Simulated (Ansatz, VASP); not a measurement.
**One calculation of F, two programs**

```
F
1.0
     3.23890   -1.86151   -0.24981
     3.23890    1.86151   -0.24981
    -2.43541    0.00000    7.45483
F
4
Direct
  0.08485 0.08485 0.10599
  0.91515 0.91515 0.89401
  0.50157 0.50157 0.59372
  0.49843 0.49843 0.40628
```

Alike in both runs: task single point; functional PBEsol; k mesh 4 × 4 × 2; occupations gaussian, width 0.05 eV; no spin polarisation.

|  | VASP | Ansatz |
| --- | --- | --- |
| version | VASP 6.6.1 | Ansatz 0.2.0 |
| potentials or method | VASP PAW PBE potentials, release 64 (F), cutoff 520 eV | scalar-relativistic, plane waves, PAW |
| valence electrons in the cell | 28 | 28 |

```tsv
	VASP	Ansatz	Ansatz less VASP
gap on the k mesh at the Fermi level (eV)	1.43	1.47	+0.039
least direct gap on the mesh (eV)	1.49	1.53	+0.040
pressure (GPa)	-5.9	-5.9	+0.02
traceless stress, the component that is largest in VASP (GPa)	-8.65	-9.37	-0.714
rms of the force components (eV/Å)	1.677	1.774	+0.0967
```

VASP's potentials were made for PBE, not for PBEsol. Atom by atom the forces differ by 0.137 eV/Å (rms over components).

The k mesh is coarse, so the values compare programs but aren't converged.
